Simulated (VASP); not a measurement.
# SiC (F-43m) in VASP: further runs

The runs below take SiC through single point, with LDA, PBEsol.

Everything below comes from runs of VASP 6.6.1. Logs are shortened: lines on timing, memory, paths and dates and some standing lists are left out, and cuts for length are marked.

**1. The cell of the first run**

It takes space group F-43m (No. 216, cubic). The conventional cell has a = 4.356 Å, b = 4.356 Å, c = 4.356 Å, α = 90.00°, β = 90.00°, γ = 90.00°. Within 2.5 Å of Si (site symmetry -43m) lie 4 C at 1.89 Å. C (site symmetry -43m) has 4 Si at 1.89 Å within 2.5 Å.

**2. Single point, LDA**

Contents of INCAR:

```
PREC     = Accurate       # precision mode
ENCUT    = 520            # plane-wave cutoff, eV
EDIFF    = 1E-6           # SCF threshold, eV
ISMEAR   = 0              # smearing method
SIGMA    = 0.01           # smearing width, eV
LREAL    = False          # projectors in reciprocal space
LASPH    = True           # aspherical terms in the spheres
NELM     = 60             # most SCF steps
ALGO     = Normal         # electronic algorithm
ISIF     = 2              # what is computed and relaxed
LWAVE    = False          # write WAVECAR
LCHARG   = False          # write CHGCAR
NBANDS   = 11             # bands
```

Contents of KPOINTS:

```
regular mesh
0
Gamma
  10 10 10
```

Contents of POSCAR:

```
SiC
1.0
    0.0000000000      2.1780523525      2.1780523525
    2.1780523525      0.0000000000      2.1780523525
    2.1780523525      2.1780523525      0.0000000000
Si C
1 1
Direct
    0.0000000000      0.0000000000      0.0000000000
    0.2500000000      0.2500000000      0.2500000000
```

Potentials or basis: VASP PAW LDA potentials, release 64 (Si, C).

Launch:

```console
cat potpaw_LDA.64/Si/POTCAR potpaw_LDA.64/C/POTCAR > POTCAR
mpirun -np 1 vasp_std > vasp.out
```

OUTCAR:

```text
PREC = Accurate
   ENCUT = 520
   EDIFF = 1E-6
   ISMEAR = 0
   LREAL = False
   LASPH = True
   NELM = 60
   ISIF = 2

 ion  position               nearest neighbor table
   1  0.000  0.000  0.000-   2 1.89   2 1.89   2 1.89   2 1.89
   2  0.250  0.250  0.250-   1 1.89   1 1.89   1 1.89   1 1.89

  LATTYP: Found a face centered cubic cell.
 ALAT       =     4.3561047050

  Lattice vectors:

 A1 = (   0.0000000000,   2.1780523525,   2.1780523525)
 A2 = (   2.1780523525,   0.0000000000,   2.1780523525)
 A3 = (   2.1780523525,   2.1780523525,   0.0000000000)

Analysis of symmetry for initial positions (statically):
=====================================================================
 Subroutine PRICEL returns:
 Original cell was already a primitive cell.

 Routine SETGRP: Setting up the symmetry group for a
 face centered cubic supercell.

 Subroutine GETGRP returns: Found 24 space group operations
 (whereof 24 operations were pure point group operations)
 out of a pool of 48 trial point group operations.

The static configuration has the point symmetry T_d .

Analysis of symmetry for dynamics (positions and initial velocities):
=====================================================================
 Subroutine PRICEL returns:
 Original cell was already a primitive cell.

 Routine SETGRP: Setting up the symmetry group for a
 face centered cubic supercell.

 Subroutine GETGRP returns: Found 24 space group operations
 (whereof 24 operations were pure point group operations)
 out of a pool of 48 trial point group operations.

The dynamic configuration has the point symmetry T_d .

 Subroutine INISYM returns: Found 24 space group operations
 (whereof 24 operations are pure point group operations),
 and found     1 'primitive' translations

----------------------------------------------------------------------------------------

                                     Primitive cell

  volume of cell :      20.6650

  direct lattice vectors                    reciprocal lattice vectors
     0.000000000  2.178052352  2.178052352    -0.229562893  0.229562893  0.229562893
     2.178052352  0.000000000  2.178052352     0.229562893 -0.229562893  0.229562893
     2.178052352  2.178052352  0.000000000     0.229562893  0.229562893 -0.229562893

  length of vectors
     3.080231176  3.080231176  3.080231176     0.397614595  0.397614595  0.397614595

  position of ions in fractional coordinates (direct lattice)
     0.000000000  0.000000000  0.000000000
     0.250000000  0.250000000  0.250000000

  ion indices of the primitive-cell ions
   primitive index   ion index
                 1           1
                 2           2

----------------------------------------------------------------------------------------

 KPOINTS: regular mesh

Automatic generation of k-mesh.
 Grid dimensions read from file:
 generate k-points for:   10   10   10

 Generating k-lattice:

  Cartesian coordinates                     Fractional coordinates (reciprocal lattice)
    -0.022956289  0.022956289  0.022956289     0.100000000  0.000000000  0.000000000
     0.022956289 -0.022956289  0.022956289     0.000000000  0.100000000  0.000000000
     0.022956289  0.022956289 -0.022956289     0.000000000  0.000000000  0.100000000

  Length of vectors
     0.039761459  0.039761459  0.039761459

  Shift w.r.t. Gamma in fractional coordinates (k-lattice)
     0.000000000  0.000000000  0.000000000

 Subroutine IBZKPT returns following result:
 ===========================================

 Found     47 irreducible k-points:

 Following reciprocal coordinates:
            Coordinates               Weight
  0.000000  0.000000  0.000000      1.000000
  0.100000  0.000000  0.000000      8.000000
  0.200000  0.000000  0.000000      8.000000
  0.300000  0.000000  0.000000      8.000000
  0.400000  0.000000  0.000000      8.000000
  0.500000  0.000000  0.000000      4.000000
[... 16 lines left out ...]
  0.300000  0.300000  0.000000      6.000000
  0.400000  0.300000  0.000000     24.000000
 [... further k-points ...]
   k-points           NKPTS =     47   k-points in BZ     NKDIM =     47   number of bands    NBANDS=     11
   number of dos      NEDOS =    301   number of ions     NIONS =      2
   total plane-waves  NPLWV =  13824
   dimension x,y,z NGX =    24 NGY =   24 NGZ =   24
   dimension x,y,z NGXF=    48 NGYF=   48 NGZF=   48
   ions per type =               1   1
   NGX,Y,Z   is equivalent  to a cutoff of  12.95, 12.95, 12.95 a.u.
   NGXF,Y,Z  is equivalent  to a cutoff of  25.91, 25.91, 25.91 a.u.
 SYSTEM =  unknown system
   PREC   = accura    normal or accurate (medium, high low for compatibility)
   ISTART =      0    job   : 0-new  1-cont  2-samecut
   ICHARG =      2    charge: 1-file 2-atom 10-const
   ISPIN  =      1    spin polarized calculation?
   LNONCOLLINEAR =      F non collinear calculations
   LSORBIT =      F    spin-orbit coupling
   LASPH  =      T    aspherical Exc in radial PAW
   ENCUT  =  520.0 eV  38.22 Ry    6.18 a.u.   5.73  5.73  5.73*2*pi/ulx,y,z
   NELM   =     60;   NELMIN=  2; NELMDL= -5     # of ELM steps
   EDIFF  = 0.1E-05   stopping-criterion for ELM
   LREAL  =      F    real-space projection
   EDIFFG = 0.1E-04   stopping-criterion for IOM
   NSW    =      0    number of steps for IOM
   IBRION =     -1    ionic relax: 0-MD 1-quasi-New 2-CG
   NFREE  =      0    steps in history (QN), initial steepest desc. (CG)
   ISIF   =      2    stress and relaxation
   ISYM   =      2    0-nonsym 1-usesym 2-fastsym
   POTIM  = 0.5000    time-step for ionic-motion
   TEBEG  =    0.0;   TEEND  =   0.0 temperature during run
   PSTRESS=    0.0 pullay stress
   NELECT =       8.0000    total number of electrons
   NUPDOWN=      -1.0000    fix difference up-down
   EMIN   =  10.00;   EMAX   =-10.00  energy-range for DOS
   EFERMI =   0.00;   METHOD = LEGACY
   ISMEAR =     0;   SIGMA  =   0.01  broadening in eV -4-tet -1-fermi 0-gaus
   EFERMI_NEDOS =   21; number of points for ismear=-14 and -15
   IALGO  =     38    algorithm
   IMIX   =      4    mixing-type and parameters
     AMIX     =   0.40;   BMIX     =  1.00
     AMIX_MAG =   1.60;   BMIX_MAG =  1.00
  volume/ion in A,a.u.               =      10.33        69.73
  Fermi-wavevector in a.u.,A,eV,Ry     =   1.193145  2.254717 19.369182  1.423595
  Thomas-Fermi vector in A             =   2.329166
   LORBIT       =      0    0 simple, 1 ext, 2 COOP (PROOUT), +10 PAW based schemes
   GGA     = CA    functional components
   LHFCALC =     F    Hartree Fock is set to
   AEXX    =    0.0000 exact exchange contribution
   IVDW    =     0    specifies the selected vdW correction
   LEPSILON=     F    determine dielectric tensor
   LRPA    =     F    only Hartree local field effects (RPA)
 non-spin polarized calculation
 Gauss-broadening in eV      SIGMA  =   0.01
  energy-cutoff  :      520.00
  volume of cell :       20.66
 maximum number of plane-waves:       568
   NGX = 11   NGY = 11   NGZ = 11

 number of electron       8.0000001 magnetization

 Free energy of the ion-electron system (eV)
  ---------------------------------------------------
  ext. energy  EPLUGINS =         0.00000000
  ---------------------------------------------------
  free energy    TOTEN  =       -16.63858358 eV

  energy without entropy =      -16.63858358  energy(sigma->0) =      -16.63858358

 E-fermi :   8.1546     XC(G=0): -11.5622

 val. band max:        8.0764763856   @ k =   0.0000   0.0000   0.0000
 cond. band min:       9.3799897671   @ k =   0.5000   0.5000   0.0000
 fundamental gap:      1.3035133815
 Fermi energy:         8.1546271802

 k-point     1 :       0.0000    0.0000    0.0000
  band No.  band energies     occupation
      1      -7.2495      2.00000
      2       8.0765      2.00000
      3       8.0765      2.00000
      4       8.0765      2.00000
      5      14.3836      0.00000
      6      15.2772      0.00000
      7      15.2772      0.00000
      8      15.2772      0.00000
      9      22.5435      0.00000
     10      22.5435      0.00000
     11      24.2668      0.00000

 k-point     2 :       0.1000    0.0000    0.0000
  band No.  band energies     occupation
      1      -7.0533      2.00000
      2       7.0782      2.00000
      3       7.9419      2.00000
      4       7.9419      2.00000
      5      14.5886      0.00000
      6      15.5196      0.00000
      7      15.5196      0.00000
      8      15.5822      0.00000
      9      21.5803      0.00000
     10      21.5803      0.00000
     11      24.1430      0.00000

 k-point     3 :       0.2000    0.0000    0.0000
  band No.  band energies     occupation
      1      -6.4728      2.00000
      2       4.9672      2.00000
      3       7.6338      2.00000
      4       7.6338      2.00000
      5      14.2490      0.00000
      6      15.8794      0.00000
      7      15.8794      0.00000
      8      16.7883      0.00000
      9      20.9065      0.00000
     10      20.9065      0.00000
     11      23.2925      0.00000

 k-point     4 :       0.3000    0.0000    0.0000
  band No.  band energies     occupation
      1      -5.5416      2.00000
      2       2.6527      2.00000
      3       7.3171      2.00000
      4       7.3171      2.00000
      5      13.8361      0.00000
      6      15.7486      0.00000
      7      15.7486      0.00000
      8      17.7272      0.00000
      9      21.7081      0.00000
     10      21.7081      0.00000
     11      23.0237      0.00000
[... 239 lines left out ...]
 k-point    22 :      -0.2000    0.2000    0.0000
  band No.  band energies     occupation
      1      -5.2294      2.00000
      2       3.3132      2.00000
      3       4.8372      2.00000
      4       7.4269      2.00000
      5      14.5465      0.00000
      6      16.0342      0.00000
      7      16.3468      0.00000
      8      17.1261      0.00000
      9      19.5323      0.00000
     10      23.3058      0.00000
     11      27.1285      0.00000

 k-point    23 :       0.3000    0.3000    0.0000
  band No.  band energies     occupation
      1      -4.9628      2.00000
      2       3.7701      2.00000
      3       5.7044      2.00000
      4       5.7044      2.00000
      5      11.1710      0.00000
      6      13.5768      0.00000
      7      19.4681      0.00000
      8      19.4681      0.00000
      9      20.3846      0.00000
     10      25.1070      0.00000
     11      29.6347      0.00000

 k-point    24 :       0.4000    0.3000    0.0000
  band No.  band energies     occupation
      1      -4.0832      2.00000
      2       2.5402      2.00000
      3       4.9080      2.00000
      4       5.4418      2.00000
      5      10.8799      0.00000
      6      13.5830      0.00000
      7      19.5734      0.00000
      8      19.8665      0.00000
      9      21.6758      0.00000
     10      26.0515      0.00000
     11      29.2088      0.00000

 [... further k-points ...]
[... 5 lines left out ...]
  --------------------------------------------------------------------------------------
  -------------------------------------------------------------------------------------
  Total       -0.4824205     -0.4824205     -0.4824205      0.0000000     -0.0000000     -0.0000000
  in kB      -37.4025634    -37.4025634    -37.4025634      0.0000000     -0.0000000     -0.0000000
  external PRESSURE =     -37.4025634 kB  Pullay stress =       0.0000000 kB

 VOLUME and BASIS-vectors are now :
 -----------------------------------------------------------------------------
  energy-cutoff  :      520.00
  volume of cell :       20.66
      direct lattice vectors                 reciprocal lattice vectors
     0.000000000  2.178052352  2.178052352    -0.229562893  0.229562893  0.229562893
     2.178052352  0.000000000  2.178052352     0.229562893 -0.229562893  0.229562893
     2.178052352  2.178052352  0.000000000     0.229562893  0.229562893 -0.229562893

 POSITION                                       TOTAL-FORCE (eV/Angst)
 -----------------------------------------------------------------------------------
      0.00000      0.00000      0.00000         0.000000      0.000000      0.000000
      1.08903      1.08903      1.08903        -0.000000     -0.000000     -0.000000
 -----------------------------------------------------------------------------------
    total drift:                                0.000000      0.000000      0.000000

  FREE ENERGIE OF THE ION-ELECTRON SYSTEM (eV)
  ---------------------------------------------------
  free  energy   TOTEN  =       -16.6385835768 eV

  energy  without entropy=      -16.6385835768  energy(sigma->0) =      -16.63858358
```

Run time: 19 s. Hardware: 1 thread of AMD EPYC 7R13, shared host; peak memory 0.1 GiB.

Results:

```yaml
Free_energy: -16.6386 eV
Pressure: -3.7 GPa
Band_gap_on_the_k_mesh: 1.30 eV, indirect (least direct gap 4.50 eV)
```

Levels at points of the mesh, in eV from the valence-band top:
| k point | band 1 | band 2 | band 3 | band 4 | band 5 | band 6 | band 7 | band 8 | band 9 |
| --- | --- | --- | --- | --- | --- | --- | --- | --- | --- |
| (0.00, 0.00, 0.00) | -15.33 | 0.00 | 0.00 | 0.00 | 6.31 | 7.20 | 7.20 | 7.20 | 14.47 |
| (0.50, 0.00, 0.00) | -11.70 | -8.56 | -1.05 | -1.05 | 5.40 | 7.13 | 7.13 | 9.92 | 15.95 |
| (0.50, 0.50, 0.00) | -10.22 | -7.82 | -3.20 | -3.20 | 1.30 | 4.19 | 13.84 | 13.84 | 14.57 |

A k mesh can miss the band edges. Expect the measured gap to be larger: semilocal functionals such as LDA lack the derivative discontinuity.

**3. Single point, PBEsol**

Contents of INCAR:

```
PREC     = Accurate       # precision mode
ENCUT    = 520            # plane-wave cutoff, eV
EDIFF    = 1E-7           # SCF threshold, eV
ISMEAR   = -1             # smearing method
SIGMA    = 0.02           # smearing width, eV
LREAL    = F              # projectors in reciprocal space
LASPH    = T              # aspherical terms in the spheres
NELM     = 60             # most SCF steps
ALGO     = Normal         # electronic algorithm
ISIF     = 2              # what is computed and relaxed
LWAVE    = F              # write WAVECAR
LCHARG   = F              # write CHGCAR
GGA      = PS             # functional
NBANDS   = 11             # bands
```

KPOINTS is that of step 2.

Contents of POSCAR:

```
SiC
1.0
    0.0000000000      2.1784545159      2.1784545159
    2.1784545159      0.0000000000      2.1784545159
    2.1784545159      2.1784545159      0.0000000000
Si C
1 1
Direct
    0.0000000000      0.0000000000      0.0000000000
    0.2500000000      0.2500000000      0.2500000000
```

Potentials or basis: VASP PAW PBE potentials, release 64 (Si, C).

Launch:

```console
cat potpaw_PBE.64/Si/POTCAR potpaw_PBE.64/C/POTCAR > POTCAR
mpirun -np 1 vasp_std > vasp.out
```

Run time: 20 s. Hardware: 1 thread of AMD EPYC 7R13, shared host; peak memory 0.11 GiB.

It converged, with:

| Item | Value |
| --- | --- |
| Free energy | -15.9150 eV |
| Pressure | 0.3 GPa |
| Band gap on the k mesh | 1.23 eV, indirect (least direct gap 4.44 eV) |

Levels at points of the mesh, in eV from the valence-band top:
| k point | band 1 | band 2 | band 3 | band 4 | band 5 | band 6 | band 7 | band 8 |
| --- | --- | --- | --- | --- | --- | --- | --- | --- |
| (0.00, 0.00, 0.00) | -15.43 | 0.00 | 0.00 | 0.00 | 6.20 | 7.25 | 7.25 | 7.25 |
| (0.50, 0.00, 0.00) | -11.82 | -8.60 | -1.06 | -1.06 | 5.38 | 7.14 | 7.14 | 9.92 |
| (0.50, 0.50, 0.00) | -10.36 | -7.84 | -3.21 | -3.21 | 1.23 | 4.20 | 13.96 | 13.96 |

Caveat: the PAW data sets were made with another functional, which shifts forces and pressure a little. A k mesh can miss the band edges.
